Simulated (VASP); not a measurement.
Write the native input for VASP 6.6.1 that does the following.

```
Task                   : single point
Functional             : PBE
Potentials or basis    : VASP PAW PBE potentials, release 64 (Mg, S)
Cutoff                 : 520 eV
k mesh                 : 12 × 12 × 12
Occupations            : gaussian, width 0.05 eV
Spin                   : no spin polarisation
Dipole correction      : no
Further INCAR settings : ALGO = Normal; EDIFF = 1e-06; NBANDS = 11
```

The structure of MgS lies in POSCAR:

```
MgS
1.0
    0.0000000000      2.8331200500      2.8331200500
    2.8331200500      0.0000000000      2.8331200500
    2.8331200500      2.8331200500      0.0000000000
Mg S
1 1
Direct
    0.0000000000      0.0000000000      0.0000000000
    0.2500000000      0.2500000000      0.2500000000
```

One way to write it, as run:

INCAR

```
SYSTEM = MgS
  ALGO = Normal
  EDIFF = 1E-6
  ENCUT = 520
  GGA = PE
  ISIF = 2
  ISMEAR = 0
  LASPH = .TRUE.
  LCHARG = .FALSE.
  LREAL = .FALSE.
  LWAVE = .FALSE.
  NBANDS = 11
  NELM = 100
  PREC = Accurate
  SIGMA = 0.05
```

KPOINTS

```
k-points
0
G
  12 12 12
  0 0 0
```

Potentials or basis: VASP PAW PBE potentials, release 64 (Mg, S).

Launch:

```console
$ cat potpaw_PBE.64/Mg/POTCAR potpaw_PBE.64/S/POTCAR > POTCAR
$ mpirun -np 1 vasp_std > vasp.out
```

It gave:

* Pressure: 0.8 GPa
* Band gap on the k mesh: 3.45 eV, direct

Wall time 32 s on 1 thread of Intel Xeon 6975P-C, on a shared host, peak memory 0.19 GiB.
